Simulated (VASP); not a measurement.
# Zn (P6_3/mmc) in VASP: further runs

The runs below take Zn through single point, with PBE.

All numbers are computed with VASP 6.6.1; they aren't measurements. Logs are shortened: lines on timing, memory, paths and dates and some standing lists are left out, and cuts for length are marked.

**1. The cell of the first run**

It takes space group P6_3/mmc (No. 194, hexagonal). Conventional cell: a = 2.771 Å, b = 2.771 Å, c = 4.749 Å, α = 90.00°, β = 90.00°, γ = 120.00°. Zn (site symmetry -6m2) has 12 Zn at 2.77 to 2.86 Å within 3.7 Å.

**2. Single point, PBE (strain +0.040 along x and y, -0.040 along z)**

Input file INCAR:

```
ALGO     = Fast           # electronic algorithm
EDIFF    = 1E-6           # SCF threshold, eV
ENCUT    = 520            # plane-wave cutoff, eV
GGA      = PE             # functional
ISIF     = 2              # what is computed and relaxed
ISMEAR   = 0              # smearing method
LASPH    = True           # aspherical terms in the spheres
LCHARG   = False          # write CHGCAR
LREAL    = False          # projectors in reciprocal space
LWAVE    = False          # write WAVECAR
NBANDS   = 19             # bands
NELM     = 80             # most SCF steps
PREC     = Accurate       # precision mode
SIGMA    = 0.15           # smearing width, eV
```

Input file KPOINTS:

```
k-points
0
Gamma
  24 24 10
```

Input file POSCAR:

```
Zn
1.0
    2.7713899753      0.0000000000      0.0000000000
   -1.3856949877      2.4000941224      0.0000000000
    0.0000000000      0.0000000000      4.7488320000
Zn
2
Direct
    0.3333333333      0.6666666667      0.2500000000
    0.6666666667      0.3333333333      0.7500000000
```

Potentials or basis: VASP PAW PBE potentials, release 64 (Zn).

Launch:

```console
> cat potpaw_PBE.64/Zn/POTCAR > POTCAR
> mpirun -np 1 vasp_std > vasp.out
```

OUTCAR:

```text
EDIFF = 1E-6
   ENCUT = 520
   GGA = PE
   ISIF = 2
   ISMEAR = 0
   LASPH = True
   LREAL = False
   NELM = 80
   PREC = Accurate

 ion  position               nearest neighbor table
   1  0.333  0.667  0.250-   2 2.86   2 2.86   2 2.86   2 2.86   2 2.86   2 2.86
   2  0.667  0.333  0.750-   1 2.86   1 2.86   1 2.86   1 2.86   1 2.86   1 2.86

  LATTYP: Found a hexagonal cell.
 ALAT       =     2.7713899753
 C/A-ratio  =     1.7135199457

  Lattice vectors:

 A1 = (   2.7713899753,   0.0000000000,   0.0000000000)
 A2 = (  -1.3856949877,   2.4000941224,   0.0000000000)
 A3 = (   0.0000000000,   0.0000000000,   4.7488320000)

Analysis of symmetry for initial positions (statically):
=====================================================================
 Subroutine PRICEL returns:
 Original cell was already a primitive cell.

 Routine SETGRP: Setting up the symmetry group for a
 hexagonal supercell.

 Subroutine GETGRP returns: Found 24 space group operations
 (whereof 12 operations were pure point group operations)
 out of a pool of 24 trial point group operations.

The static configuration has the point symmetry D_3d.
 The point group associated with its full space group is D_6h.

Analysis of symmetry for dynamics (positions and initial velocities):
=====================================================================
 Subroutine PRICEL returns:
 Original cell was already a primitive cell.

 Routine SETGRP: Setting up the symmetry group for a
 hexagonal supercell.

 Subroutine GETGRP returns: Found 24 space group operations
 (whereof 12 operations were pure point group operations)
 out of a pool of 24 trial point group operations.

The dynamic configuration has the point symmetry D_3d.
 The point group associated with its full space group is D_6h.

 Subroutine INISYM returns: Found 24 space group operations
 (whereof 12 operations are pure point group operations),
 and found     1 'primitive' translations

----------------------------------------------------------------------------------------

                                     Primitive cell

  volume of cell :      31.5873

  direct lattice vectors                    reciprocal lattice vectors
     2.771389975  0.000000000  0.000000000     0.360829767  0.208325163  0.000000000
    -1.385694988  2.400094122  0.000000000     0.000000000  0.416650327  0.000000000
     0.000000000  0.000000000  4.748832000     0.000000000  0.000000000  0.210578096

  length of vectors
     2.771389975  2.771389975  4.748832000     0.416650327  0.416650327  0.210578096

  position of ions in fractional coordinates (direct lattice)
     0.333333333  0.666666667  0.250000000
     0.666666667  0.333333333  0.750000000

  ion indices of the primitive-cell ions
   primitive index   ion index
                 1           1
                 2           2

----------------------------------------------------------------------------------------

 KPOINTS: k-points

Automatic generation of k-mesh.
 Grid dimensions read from file:
 generate k-points for:   24   24   10

 Generating k-lattice:

  Cartesian coordinates                     Fractional coordinates (reciprocal lattice)
     0.015034574  0.008680215  0.000000000     0.041666667  0.000000000  0.000000000
     0.000000000  0.017360430  0.000000000     0.000000000  0.041666667  0.000000000
     0.000000000  0.000000000  0.021057810     0.000000000  0.000000000  0.100000000

  Length of vectors
     0.017360430  0.017360430  0.021057810

  Shift w.r.t. Gamma in fractional coordinates (k-lattice)
     0.000000000  0.000000000  0.000000000

 Subroutine IBZKPT returns following result:
 ===========================================

 Found    366 irreducible k-points:

 Following reciprocal coordinates:
            Coordinates               Weight
  0.000000  0.000000  0.000000      1.000000
  0.041667  0.000000  0.000000      6.000000
  0.083333  0.000000  0.000000      6.000000
  0.125000  0.000000  0.000000      6.000000
  0.166667  0.000000  0.000000      6.000000
  0.208333  0.000000  0.000000      6.000000
[... 16 lines left out ...]
  0.416667  0.041667  0.000000     12.000000
  0.458333  0.041667  0.000000     12.000000
 [... further k-points ...]
   k-points           NKPTS =    366   k-points in BZ     NKDIM =    366   number of bands    NBANDS=     19
   number of dos      NEDOS =    301   number of ions     NIONS =      2
   total plane-waves  NPLWV =  20736
   dimension x,y,z NGX =    24 NGY =   24 NGZ =   36
   dimension x,y,z NGXF=    48 NGYF=   48 NGZF=   72
   ions per type =               2
   NGX,Y,Z   is equivalent  to a cutoff of  14.40, 14.40, 12.60 a.u.
   NGXF,Y,Z  is equivalent  to a cutoff of  28.79, 28.79, 25.21 a.u.
 SYSTEM =  unknown system
   PREC   = accura    normal or accurate (medium, high low for compatibility)
   ISTART =      0    job   : 0-new  1-cont  2-samecut
   ICHARG =      2    charge: 1-file 2-atom 10-const
   ISPIN  =      1    spin polarized calculation?
   LNONCOLLINEAR =      F non collinear calculations
   LSORBIT =      F    spin-orbit coupling
   LASPH  =      T    aspherical Exc in radial PAW
   ENCUT  =  520.0 eV  38.22 Ry    6.18 a.u.   5.15  5.15  8.83*2*pi/ulx,y,z
   NELM   =     80;   NELMIN=  2; NELMDL= -5     # of ELM steps
   EDIFF  = 0.1E-05   stopping-criterion for ELM
   LREAL  =      F    real-space projection
   EDIFFG = 0.1E-04   stopping-criterion for IOM
   NSW    =      0    number of steps for IOM
   IBRION =     -1    ionic relax: 0-MD 1-quasi-New 2-CG
   NFREE  =      0    steps in history (QN), initial steepest desc. (CG)
   ISIF   =      2    stress and relaxation
   ISYM   =      2    0-nonsym 1-usesym 2-fastsym
   POTIM  = 0.5000    time-step for ionic-motion
   TEBEG  =    0.0;   TEEND  =   0.0 temperature during run
   PSTRESS=    0.0 pullay stress
   NELECT =      24.0000    total number of electrons
   NUPDOWN=      -1.0000    fix difference up-down
   EMIN   =  10.00;   EMAX   =-10.00  energy-range for DOS
   EFERMI =   0.00;   METHOD = LEGACY
   ISMEAR =     0;   SIGMA  =   0.15  broadening in eV -4-tet -1-fermi 0-gaus
   EFERMI_NEDOS =   21; number of points for ismear=-14 and -15
   IALGO  =     68    algorithm
   IMIX   =      4    mixing-type and parameters
     AMIX     =   0.40;   BMIX     =  1.00
     AMIX_MAG =   1.60;   BMIX_MAG =  1.00
  volume/ion in A,a.u.               =      15.79       106.58
  Fermi-wavevector in a.u.,A,eV,Ry     =   1.493852  2.822972 30.362691  2.231595
  Thomas-Fermi vector in A             =   2.606200
   LORBIT       =      0    0 simple, 1 ext, 2 COOP (PROOUT), +10 PAW based schemes
   GGA     = PE    functional components
   LHFCALC =     F    Hartree Fock is set to
   AEXX    =    0.0000 exact exchange contribution
   IVDW    =     0    specifies the selected vdW correction
   LEPSILON=     F    determine dielectric tensor
   LRPA    =     F    only Hartree local field effects (RPA)
 non-spin polarized calculation
 RMM-DIIS sequential band-by-band and
 Gauss-broadening in eV      SIGMA  =   0.15
  energy-cutoff  :      520.00
  volume of cell :       31.59
 maximum number of plane-waves:       864
 NGX is ok and might be reduce to    24
   NGX = 11   NGY = 11   NGZ = 17

 number of electron      24.0000005 magnetization

 Free energy of the ion-electron system (eV)
  ---------------------------------------------------
  ext. energy  EPLUGINS =         0.00000000
  ---------------------------------------------------
  free energy    TOTEN  =        -2.18550631 eV

  energy without entropy =       -2.17901096  energy(sigma->0) =       -2.18225864

 E-fermi :   2.9050     XC(G=0): -11.3687

 val. band max:        2.9023190488   @ k =   0.2083   0.0000   0.1000
 cond. band min:       2.9102976356   @ k =   0.3333   0.0000   0.0000
 fundamental gap:      0.0079785868
 Fermi energy:         2.9050165612

 k-point     1 :       0.0000    0.0000    0.0000
  band No.  band energies     occupation
      1      -7.2396      2.00000
      2      -5.4490      2.00000
      3      -4.8132      2.00000
      4      -4.7010      2.00000
      5      -4.7010      2.00000
      6      -4.6351      2.00000
[... 11 lines left out ...]
     18      20.0517      0.00000
     19      20.4633      0.00000

 k-point     2 :       0.0417    0.0000    0.0000
  band No.  band energies     occupation
      1      -7.1924      2.00000
      2      -5.4323      2.00000
      3      -4.8131      2.00000
      4      -4.7012      2.00000
      5      -4.6909      2.00000
      6      -4.6391      2.00000
[... 11 lines left out ...]
     18      20.5372      0.00000
     19      21.5240      0.00000

 k-point     3 :       0.0833    0.0000    0.0000
  band No.  band energies     occupation
      1      -7.0519      2.00000
      2      -5.3847      2.00000
      3      -4.8158      2.00000
      4      -4.6983      2.00000
      5      -4.6612      2.00000
      6      -4.6486      2.00000
[... 11 lines left out ...]
     18      21.2967      0.00000
     19      21.3804      0.00000

 k-point     4 :       0.1250    0.0000    0.0000
  band No.  band energies     occupation
      1      -6.8212      2.00000
      2      -5.3148      2.00000
      3      -4.8262      2.00000
      4      -4.6952      2.00000
      5      -4.6475      2.00000
      6      -4.6135      2.00000
[... 11 lines left out ...]
     18      19.9151      0.00000
     19      21.0986      0.00000

 k-point     5 :       0.1667    0.0000    0.0000
  band No.  band energies     occupation
      1      -6.5083      2.00000
      2      -5.2386      2.00000
      3      -4.8373      2.00000
      4      -4.7072      2.00000
      5      -4.6114      2.00000
      6      -4.6079      2.00000
[... 11 lines left out ...]
     18      18.5021      0.00000
     19      20.2874      0.00000
[... 334 lines left out ...]
      2      -5.2093      2.00000
      3      -5.0409      2.00000
      4      -4.6485      2.00000
      5      -4.6391      2.00000
      6      -4.5827      2.00000
[... 11 lines left out ...]
     18      16.7064      0.00000
     19      17.8851      0.00000

 k-point    22 :       0.3750    0.0417    0.0000
  band No.  band energies     occupation
      1      -5.2870      2.00000
      2      -5.2130      2.00000
      3      -5.0990      2.00000
      4      -4.6640      2.00000
      5      -4.6111      2.00000
      6      -4.6027      2.00000
[... 11 lines left out ...]
     18      16.5074      0.00000
     19      17.5488      0.00000

 k-point    23 :       0.4167    0.0417    0.0000
  band No.  band energies     occupation
      1      -5.3081      2.00000
      2      -5.2178      2.00000
      3      -5.1382      2.00000
      4      -4.6734      2.00000
      5      -4.6323      2.00000
      6      -4.5767      2.00000
[... 11 lines left out ...]
     18      16.3755      0.00000
     19      17.3207      0.00000

 k-point    24 :       0.4583    0.0417    0.0000
  band No.  band energies     occupation
      1      -5.3203      2.00000
      2      -5.2219      2.00000
      3      -5.1578      2.00000
      4      -4.6774      2.00000
      5      -4.6441      2.00000
      6      -4.5633      2.00000
[... 11 lines left out ...]
     18      16.3098      0.00000
     19      17.2054      0.00000

 [... further k-points ...]
[... 5 lines left out ...]
  --------------------------------------------------------------------------------------
  -------------------------------------------------------------------------------------
  Total       -0.7793055     -0.7793055     -0.4460267      0.0000000      0.0000000      0.0000000
  in kB      -39.5280694    -39.5280694    -22.6234437      0.0000000      0.0000000      0.0000000
  external PRESSURE =     -33.8931941 kB  Pullay stress =       0.0000000 kB

 VOLUME and BASIS-vectors are now :
 -----------------------------------------------------------------------------
  energy-cutoff  :      520.00
  volume of cell :       31.59
      direct lattice vectors                 reciprocal lattice vectors
     2.771389975  0.000000000  0.000000000     0.360829767  0.208325163  0.000000000
    -1.385694988  2.400094122  0.000000000     0.000000000  0.416650327  0.000000000
     0.000000000  0.000000000  4.748832000     0.000000000  0.000000000  0.210578096

 POSITION                                       TOTAL-FORCE (eV/Angst)
 -----------------------------------------------------------------------------------
     -0.00000      1.60006      1.18721         0.000000      0.000000      0.000000
      1.38569      0.80003      3.56162        -0.000000     -0.000000      0.000000
 -----------------------------------------------------------------------------------
    total drift:                               -0.000000      0.000000     -0.000000

  FREE ENERGIE OF THE ION-ELECTRON SYSTEM (eV)
  ---------------------------------------------------
  free  energy   TOTEN  =        -2.1855063097 eV

  energy  without entropy=       -2.1790109631  energy(sigma->0) =       -2.18225864
```

Run time: 1.7 min. Hardware: 1 thread of AMD EPYC 9R45 (Zen 5), shared host; peak memory 0.26 GiB.

What came out:

| Item | Value |
| --- | --- |
| Free energy | -2.1855 eV |
| Pressure | -3.4 GPa |
| Band gap on the k mesh | zero (bands 12 and 13 overlap by 3.89 eV) |

Levels at points of the mesh, in eV from the Fermi level:
```tsv
k point	band 8	band 9	band 10	band 11	band 12	band 13	band 14	band 15	band 16	band 17
(0.00, 0.00, 0.00)	-7.35	-7.35	-7.07	-7.07	-3.11	-2.17	15.31	15.31	15.97	17.15
(0.50, 0.00, 0.00)	-7.04	-6.98	-6.95	-3.04	-2.60	3.06	3.47	4.29	5.71	8.75
(0.00, 0.00, 0.50)	-7.48	-7.17	-7.17	-7.17	-7.17	5.98	5.98	16.73	16.73	16.73
(0.50, 0.00, 0.50)	-7.07	-6.96	-6.96	-1.92	-1.92	-0.27	-0.27	10.76	10.76	10.93
```

Caveat: the cell differs from its parent crystal (strain +0.040 along x and y, -0.040 along z); the cell stands under tension.

**3. Single point, PBE (strain +0.080 along x and y, -0.080 along z)**

Input file INCAR:

```
SYSTEM = Zn
PREC = Accurate
ENCUT = 520
EDIFF = 1E-7
ISMEAR = 0
SIGMA = 0.15
LREAL = .FALSE.
LASPH = .TRUE.
NELM = 100
ALGO = Fast
ISIF = 2
LWAVE = .FALSE.
LCHARG = .FALSE.
GGA = PE
NBANDS = 19
```

Input file KPOINTS:

```
regular mesh
0
G
  24 24 10
  0 0 0
```

Input file POSCAR:

```
Zn
1.0
    2.8779818974      0.0000000000      0.0000000000
   -1.4389909487      2.4924054348      0.0000000000
    0.0000000000      0.0000000000      4.5509640000
Zn
2
Direct
    0.3333333333      0.6666666667      0.2500000000
    0.6666666667      0.3333333333      0.7500000000
```

Potentials or basis: VASP PAW PBE potentials, release 64 (Zn).

Launch:

```console
> cat potpaw_PBE.64/Zn/POTCAR > POTCAR
> mpirun -np 1 vasp_std > vasp.out
```

It took 2.1 min on 1 thread of AMD EPYC 9R45 (Zen 5), shared host; peak memory 0.27 GiB.

Results (log left out):

```
Free energy            : -2.1430 eV
Pressure               : -4.5 GPa
Band gap on the k mesh : zero (bands 12 and 13 overlap by 2.93 eV)
```

Stress tensor (GPa, compression positive):
```
-4.69  0.00  0.00
 0.00 -4.69  0.00
 0.00  0.00 -4.20
```

Levels at points of the mesh, in eV from the Fermi level:
| k point | band 10 | band 11 | band 12 | band 13 | band 14 | band 15 |
| --- | --- | --- | --- | --- | --- | --- |
| (0.00, 0.00, 0.00) | -7.05 | -7.05 | -2.54 | -1.22 | 13.45 | 13.45 |
| (0.50, 0.00, 0.00) | -6.99 | -3.24 | -3.02 | 3.50 | 3.65 | 4.65 |
| (0.00, 0.00, 0.50) | -7.15 | -7.15 | -7.15 | 7.51 | 7.51 | 15.02 |
| (0.50, 0.00, 0.50) | -7.01 | -1.99 | -1.99 | -0.55 | -0.55 | 9.75 |

Caveat: the cell differs from its parent crystal (strain +0.080 along x and y, -0.080 along z); the cell stands under tension.
